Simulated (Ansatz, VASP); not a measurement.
Si3N4: VASP beside Ansatz

```
CELL_PARAMETERS angstrom
11.49508 6.63669 0.00000
-11.49508 6.63669 0.00000
0.00000 0.00000 2.92614
ATOMIC_POSITIONS crystal
Si 0.01870 0.80629 0.75000
Si 0.35203 0.47296 0.75000
Si 0.68536 0.13963 0.75000
Si 0.21240 0.01870 0.25000
Si 0.54574 0.68536 0.25000
Si 0.87907 0.35203 0.25000
Si 0.13963 0.45426 0.25000
Si 0.47296 0.12093 0.25000
Si 0.80629 0.78760 0.25000
Si 0.19371 0.21240 0.75000
Si 0.52704 0.87907 0.75000
Si 0.86037 0.54574 0.75000
Si 0.12093 0.64797 0.75000
Si 0.45426 0.31464 0.75000
Si 0.78760 0.98130 0.75000
Si 0.31464 0.86037 0.25000
Si 0.64797 0.52704 0.25000
Si 0.98130 0.19371 0.25000
N 0.00000 0.66667 0.75000
N 0.33333 0.33333 0.75000
N 0.66667 0.00000 0.75000
N 0.00000 0.33333 0.25000
N 0.33333 0.00000 0.25000
N 0.66667 0.66667 0.25000
N 0.21306 0.45694 0.75000
N 0.54639 0.12360 0.75000
N 0.87972 0.79027 0.75000
N 0.08945 0.87972 0.25000
N 0.42279 0.54639 0.25000
N 0.75612 0.21306 0.25000
N 0.12360 0.57721 0.25000
N 0.45694 0.24388 0.25000
N 0.79027 0.91055 0.25000
N 0.20973 0.08945 0.75000
N 0.54306 0.75612 0.75000
N 0.87640 0.42279 0.75000
N 0.12028 0.20973 0.25000
N 0.45361 0.87640 0.25000
N 0.78694 0.54306 0.25000
N 0.24388 0.78694 0.75000
N 0.57721 0.45361 0.75000
N 0.91055 0.12028 0.75000
```

Alike in both runs: functional PBE; k mesh 1 × 1 × 5; no spin polarisation.

Ansatz relaxed the structure, and its values are those at the end. VASP's run is a single point on that final structure, the one shown.

```csv
,VASP,Ansatz
version,VASP 6.6.1,Ansatz 0.2.0
potentials or method,"VASP PAW PBE potentials, release 64 (Si, N), cutoff 600 eV",plane-wave PAW DFT
occupations,"gaussian, width 0.01 eV",fixed
valence electrons in the cell,192,192
```

```csv
,VASP,Ansatz,Ansatz less VASP
gap on the k mesh at the Fermi level (eV),4.25,4.26,+0.009
```

The k mesh is coarse, so the values compare programs but aren't converged.
